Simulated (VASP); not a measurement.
# Ga (Fd-3m) in VASP: notebook

Runs on Ga. Level: PBE. Tasks: relaxation of cell and atoms.

Program: VASP 6.6.1. These are calculated values, not measurements. Logs are shortened: lines on timing, memory, paths and dates and some standing lists are left out, and cuts for length are marked.

## (1) The cell of the first run

It takes space group Fd-3m (No. 227, cubic). The conventional cell has a = 5.749 Å, b = 5.749 Å, c = 5.749 Å, α = 90.00°, β = 90.00°, γ = 90.00°. Within 3.3 Å of Ga (site symmetry -43m) lie 4 Ga at 2.49 Å.

This isn't the form of Ga at room conditions, which is orthorhombic.

## (2) Relaxation of cell and atoms, PBE

The input, INCAR:

```
SYSTEM = Ga
PREC     = Accurate       ! precision mode
ENCUT    = 600            ! plane-wave cutoff, eV
EDIFF    = 1E-6           ! SCF threshold, eV
ISMEAR   = -1             ! smearing method
SIGMA    = 0.05           ! smearing width, eV
LREAL    = .False.        ! projectors in reciprocal space
LASPH    = .True.         ! aspherical terms in the spheres
NELM     = 100            ! most SCF steps
ALGO     = Normal         ! electronic algorithm
ISIF     = 3              ! what is computed and relaxed
LWAVE    = .False.        ! write WAVECAR
LCHARG   = .False.        ! write CHGCAR
GGA      = PE             ! functional
IBRION   = 2              ! ionic algorithm
NSW      = 60             ! ionic steps
EDIFFG   = -0.005         ! ionic threshold
```

The input, KPOINTS:

```
regular mesh
0
Gamma
  12 12 12
  0 0 0
```

The input, POSCAR:

```
Ga
1.0
    0.0000000000      2.8744485395      2.8744485395
    2.8744485395      0.0000000000      2.8744485395
    2.8744485395      2.8744485395      0.0000000000
Ga
2
Direct
   -0.1250000000     -0.1250000000     -0.1250000000
    0.1250000000      0.1250000000      0.1250000000
```

Potentials or basis: VASP PAW PBE potentials, release 64 (Ga_d).

Started as:

```console
cat potpaw_PBE.64/Ga_d/POTCAR > POTCAR
mpirun -np 1 vasp_std > vasp.out
```

OUTCAR:

```text
SYSTEM = Ga
   PREC = Accurate
   ENCUT = 600
   EDIFF = 1E-6
   ISMEAR = -1
   LREAL = .False.
   LASPH = .True.
   NELM = 100
   ISIF = 3
   GGA = PE
   IBRION = 2
   NSW = 60
   EDIFFG = -0.005

 ion  position               nearest neighbor table
   1  0.875  0.875  0.875-   2 2.49   2 2.49   2 2.49   2 2.49
   2  0.125  0.125  0.125-   1 2.49   1 2.49   1 2.49   1 2.49

  LATTYP: Found a face centered cubic cell.
 ALAT       =     5.7488970790

  Lattice vectors:

 A1 = (   0.0000000000,   2.8744485395,   2.8744485395)
 A2 = (   2.8744485395,   0.0000000000,   2.8744485395)
 A3 = (   2.8744485395,   2.8744485395,   0.0000000000)

Analysis of symmetry for initial positions (statically):
=====================================================================
 Subroutine PRICEL returns:
 Original cell was already a primitive cell.

 Routine SETGRP: Setting up the symmetry group for a
 face centered cubic supercell.

 Subroutine GETGRP returns: Found 48 space group operations
 (whereof 12 operations were pure point group operations)
 out of a pool of 48 trial point group operations.

The static configuration has the point symmetry D_3d.
 The point group associated with its full space group is O_h .

Analysis of symmetry for dynamics (positions and initial velocities):
=====================================================================
 Subroutine PRICEL returns:
 Original cell was already a primitive cell.

 Routine SETGRP: Setting up the symmetry group for a
 face centered cubic supercell.

 Subroutine GETGRP returns: Found 48 space group operations
 (whereof 12 operations were pure point group operations)
 out of a pool of 48 trial point group operations.

The dynamic configuration has the point symmetry D_3d.
 The point group associated with its full space group is O_h .

 Subroutine INISYM returns: Found 48 space group operations
 (whereof 12 operations are pure point group operations),
 and found     1 'primitive' translations

----------------------------------------------------------------------------------------

                                     Primitive cell

  volume of cell :      47.5000

  direct lattice vectors                    reciprocal lattice vectors
[... 93 lines left out ...]
   ISIF   =      3    stress and relaxation
   ISYM   =      2    0-nonsym 1-usesym 2-fastsym
   POTIM  = 0.5000    time-step for ionic-motion
   TEBEG  =    0.0;   TEEND  =   0.0 temperature during run
   PSTRESS=    0.0 pullay stress
   NELECT =      26.0000    total number of electrons
   NUPDOWN=      -1.0000    fix difference up-down
   EMIN   =  10.00;   EMAX   =-10.00  energy-range for DOS
   EFERMI =   0.00;   METHOD = LEGACY
   ISMEAR =    -1;   SIGMA  =   0.05  broadening in eV -4-tet -1-fermi 0-gaus
   EFERMI_NEDOS =   21; number of points for ismear=-14 and -15
   IALGO  =     38    algorithm
   IMIX   =      4    mixing-type and parameters
     AMIX     =   0.40;   BMIX     =  1.00
     AMIX_MAG =   1.60;   BMIX_MAG =  1.00
  volume/ion in A,a.u.               =      23.75       160.27
  Fermi-wavevector in a.u.,A,eV,Ry     =   1.339167  2.530659 24.400257  1.793368
  Thomas-Fermi vector in A             =   2.467580
   LORBIT       =      0    0 simple, 1 ext, 2 COOP (PROOUT), +10 PAW based schemes
   GGA     = PE    functional components
   LHFCALC =     F    Hartree Fock is set to
   AEXX    =    0.0000 exact exchange contribution
   IVDW    =     0    specifies the selected vdW correction
   LEPSILON=     F    determine dielectric tensor
   LRPA    =     F    only Hartree local field effects (RPA)
 conjugate gradient relaxation of ions
 non-spin polarized calculation
  energy-cutoff  :      600.00
  volume of cell :       47.50
 maximum number of plane-waves:      1604
   NGX = 17   NGY = 17   NGZ = 17

--------------------------------------- Ionic step        1  -------------------------------------------

 number of electron      25.9999989 magnetization

 Free energy of the ion-electron system (eV)
  ---------------------------------------------------
  ext. energy  EPLUGINS =         0.00000000
  ---------------------------------------------------
  free energy    TOTEN  =        -5.22908713 eV

  energy without entropy =       -5.21849419  energy(sigma->0) =       -5.22379066

------------------------ aborting loop because EDIFF is reached ----------------------------------------

  FORCE on cell =-STRESS in cart. coord.  units (eV):
  Direction    XX          YY          ZZ          XY          YZ          ZX
  --------------------------------------------------------------------------------------
  -------------------------------------------------------------------------------------
  Total        0.9009841      0.9009841      0.9009841      0.0000000      0.0000000      0.0000000
  in kB       30.3902377     30.3902377     30.3902377      0.0000000      0.0000000      0.0000000
  external PRESSURE =      30.3902377 kB  Pullay stress =       0.0000000 kB
[... 95 lines left out ...]
--------------------------------------- Ionic step        4  -------------------------------------------

 number of electron      26.0000011 magnetization

 Free energy of the ion-electron system (eV)
  ---------------------------------------------------
  ext. energy  EPLUGINS =         0.00000000
  ---------------------------------------------------
  free energy    TOTEN  =        -5.25834899 eV

  energy without entropy =       -5.24791742  energy(sigma->0) =       -5.25313321

 E-fermi :   2.5523     XC(G=0):  -9.2882

 val. band max:        2.4698123578   @ k =   0.4167   0.1667   0.0833
 cond. band min:       2.5563613299   @ k =  -0.3333   0.3333   0.0833
 fundamental gap:      0.0865489721
 Fermi energy:         2.5523112528

 k-point     1 :       0.0000    0.0000    0.0000
  band No.  band energies     occupation
      1     -12.2018      2.00000
      2     -12.2018      2.00000
      3     -12.2018      2.00000
      4     -12.1616      2.00000
      5     -12.1616      2.00000
      6     -11.8598      2.00000
[... 457 lines left out ...]
      4     -12.0822      2.00000
      5     -12.0682      2.00000
      6     -11.9416      2.00000
[... 9 lines left out ...]
     16       8.4789      0.00000
     17       9.2839      0.00000

 [... further k-points ...]

------------------------ aborting loop because EDIFF is reached ----------------------------------------

  FORCE on cell =-STRESS in cart. coord.  units (eV):
  Direction    XX          YY          ZZ          XY          YZ          ZX
  --------------------------------------------------------------------------------------
  -------------------------------------------------------------------------------------
  Total       -0.0021769     -0.0021769     -0.0021769     -0.0000000     -0.0000000     -0.0000000
  in kB       -0.0685123     -0.0685123     -0.0685123     -0.0000000     -0.0000000     -0.0000000
  external PRESSURE =      -0.0685123 kB  Pullay stress =       0.0000000 kB
[... 17 lines left out ...]
  FREE ENERGIE OF THE ION-ELECTRON SYSTEM (eV)
  ---------------------------------------------------
  free  energy   TOTEN  =        -5.2583489947 eV

  energy  without entropy=       -5.2479174200  energy(sigma->0) =       -5.25313321

 reached required accuracy - stopping structural energy minimisation
```

OSZICAR:

```text
N       E                     dE             d eps       ncg     rms          rms(c)
DAV:   1     0.123103914046E+03    0.12310E+03   -0.15075E+04  2456   0.288E+03
DAV:   2     0.365668172098E+01   -0.11945E+03   -0.11804E+03  2580   0.394E+02
DAV:   3    -0.510808068239E+01   -0.87648E+01   -0.87133E+01  2773   0.101E+02
[... 28 lines left out ...]
DAV:   1    -0.525905472264E+01   -0.72653E-03   -0.95341E-03  2549   0.165E+00    0.154E-01
DAV:   2    -0.525849387547E+01    0.56085E-03   -0.11726E-03  3037   0.586E-01    0.689E-02
DAV:   3    -0.525836451275E+01    0.12936E-03   -0.17898E-04  3104   0.213E-01    0.148E-02
DAV:   4    -0.525834910668E+01    0.15406E-04   -0.22526E-05  2707   0.811E-02    0.896E-04
DAV:   5    -0.525834899467E+01    0.11201E-06   -0.63716E-07  1452   0.109E-02
   4 F= -.52583490E+01 E0= -.52531332E+01  d E =-.292619E-01
```

CONTCAR:

```text
Ga
   1.00000000000000
     0.0000000000000000    2.9416214298162520    2.9416214298162520
     2.9416214298162520    0.0000000000000000    2.9416214298162520
     2.9416214298162520    2.9416214298162520    0.0000000000000000
  Ga
     2
Direct
     0.8750000000000000    0.8750000000000000    0.8750000000000000
     0.1250000000000000    0.1250000000000000    0.1250000000000000

  0.00000000E+00  0.00000000E+00  0.00000000E+00
  0.00000000E+00  0.00000000E+00  0.00000000E+00
```

It took 2.6 min on 1 thread of Intel Xeon 8259CL, shared host; peak memory 0.22 GiB.

What came out:

```yaml
Free_energy: -5.2583 eV
Relaxed_volume: 25.45 Å³/atom
Relaxed_cell: a = 4.160 Å, b = 4.160 Å, c = 4.160 Å, α = 60.00°, β = 60.00°, γ = 60.00°
Space_group_after_relaxing_to_0.1_Å: Fd-3m (No. 227)
Energy_gained_by_relaxing: 14.6 meV/atom
Ionic_steps: 4
Pressure_after_relaxing: 0.0 GPa
Band_gap_on_the_k_mesh: zero (bands 13 and 14 overlap by 4.14 eV)
```

Step by step:
```tsv
step	energy change (eV)	largest force (eV/Å)	pressure (GPa)	volume (Å³)
1	0.0000	0.0000	3.04	47.50
2	-0.0292	0.0000	0.19	50.66
3	-0.0292	0.0000	-0.06	50.99
4	-0.0293	0.0000	-0.01	50.91
```

Final structure:
```xyz
2
Lattice="0.0000 2.9416 2.9416 2.9416 0.0000 2.9416 2.9416 2.9416 0.0000" Properties=species:S:1:pos:R:3 pbc="T T T"
Ga    5.1478    5.1478    5.1478
Ga    0.7354    0.7354    0.7354
```

## (3) Relaxation of cell and atoms, PBE

This run uses another cell than the first one, of 25.39 Å³/atom.

The input, INCAR:

```
  PREC = Accurate
  ENCUT = 600
  EDIFF = 1E-6
  ISMEAR = -1
  SIGMA = 0.05
  LREAL = False
  LASPH = True
  NELM = 100
  ALGO = Normal
  ISIF = 3
  LWAVE = False
  LCHARG = False
  GGA = PE
  IBRION = 2
  NSW = 45
  EDIFFG = -0.005
```

The input, KPOINTS:

```
Automatic mesh
0
Gamma
  12 12 12
```

The input, POSCAR:

```
Ga
1.0
    0.0000000000      2.9392041342      2.9392041342
    2.9392041342      0.0000000000      2.9392041342
    2.9392041342      2.9392041342      0.0000000000
Ga
2
Direct
   -0.1250000000     -0.1250000000     -0.1250000000
    0.1250000000      0.1250000000      0.1250000000
```

Potentials or basis: VASP PAW PBE potentials, release 64 (Ga_d).

Started as:

```console
cat potpaw_PBE.64/Ga_d/POTCAR > POTCAR
mpirun -np 1 vasp_std > vasp.out
```

Wall time 3.4 min (1 thread of Intel Xeon 8259CL, shared host); peak memory 0.25 GiB.

Results (log left out):

* Free energy: -5.2590 eV
* Relaxed volume: 25.43 Å³/atom
* Relaxed cell: a = 4.159 Å, b = 4.159 Å, c = 4.159 Å, α = 60.00°, β = 60.00°, γ = 60.00°
* Space group after relaxing (to 0.1 Å): Fd-3m (No. 227)
* Energy gained by relaxing: 0.0 meV/atom
* Ionic steps: 3
* Pressure after relaxing: 0.0 GPa
* Band gap on the k mesh: zero (bands 13 and 14 overlap by 4.15 eV)

Final structure:
```cif
data_structure
_symmetry_space_group_name_H-M 'P 1'
_symmetry_Int_Tables_number 1
_cell_length_a 4.1585
_cell_length_b 4.1585
_cell_length_c 4.1585
_cell_angle_alpha 60.000
_cell_angle_beta 60.000
_cell_angle_gamma 60.000
_cell_volume 50.85
loop_
_atom_site_label
_atom_site_type_symbol
_atom_site_fract_x
_atom_site_fract_y
_atom_site_fract_z
_atom_site_occupancy
Ga1 Ga 0.87500 0.87500 0.87500 1
Ga2 Ga 0.12500 0.12500 0.12500 1
```

Levels at points of the mesh, in eV from the Fermi level:
```
           k point  band 11  band 12  band 13  band 14  band 15  band 16
(0.00, 0.00, 0.00)    -9.30     2.74     2.74     2.74     3.38     4.78
(0.50, 0.00, 0.00)    -7.15    -4.59     1.28     1.28     2.87     5.74
(0.50, 0.50, 0.00)    -5.48    -5.48    -0.47    -0.47     2.79     2.79
```
